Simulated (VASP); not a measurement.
Wanted: the native input for a VASP 6.6.1 run.

```
Task                   : single point
Functional             : PBEsol
Potentials or basis    : VASP PAW PBE potentials, release 64 (Hf_pv, N)
Cutoff                 : 520 eV
k mesh                 : 16 × 16 × 16
Occupations            : fermi-dirac, width 0.15 eV
Spin                   : no spin polarisation
Dipole correction      : no
Further INCAR settings : ALGO = Normal; EDIFF = 1e-07; NBANDS = 14
```

The structure of HfN lies in POSCAR:

```
HfN
1.0
    0.0000000000      2.2511636249      2.2511636249
    2.2511636249      0.0000000000      2.2511636249
    2.2511636249      2.2511636249      0.0000000000
Hf N
1 1
Direct
    0.0000000000      0.0000000000      0.0000000000
    0.5000000000      0.5000000000      0.5000000000
```

One way to write it, as run:

INCAR

```
PREC = Accurate ; ENCUT = 520
EDIFF = 1E-7 ; ISMEAR = -1
SIGMA = 0.15 ; LREAL = False
LASPH = True ; NELM = 100
ALGO = Normal ; ISIF = 2
LWAVE = False ; LCHARG = True
GGA = PS ; LELF = True
LVHAR = True ; NBANDS = 14
```

KPOINTS

```
regular mesh
0
Gamma
  16 16 16
```

Potentials or basis: VASP PAW PBE potentials, release 64 (Hf_pv, N).

Launch:

```bash
$ cat potpaw_PBE.64/Hf_pv/POTCAR potpaw_PBE.64/N/POTCAR > POTCAR
$ mpirun -np 1 vasp_std > vasp.out
```

Results of the run:

* Pressure: -2.2 GPa

Caveat: the PAW data sets were made with another functional, which shifts forces and pressure a little.

Run time: 13 s on 1 thread of Intel(R) Xeon(R) 6975P-C (Granite Rapids), on a shared host, peak memory 0.17 GiB.
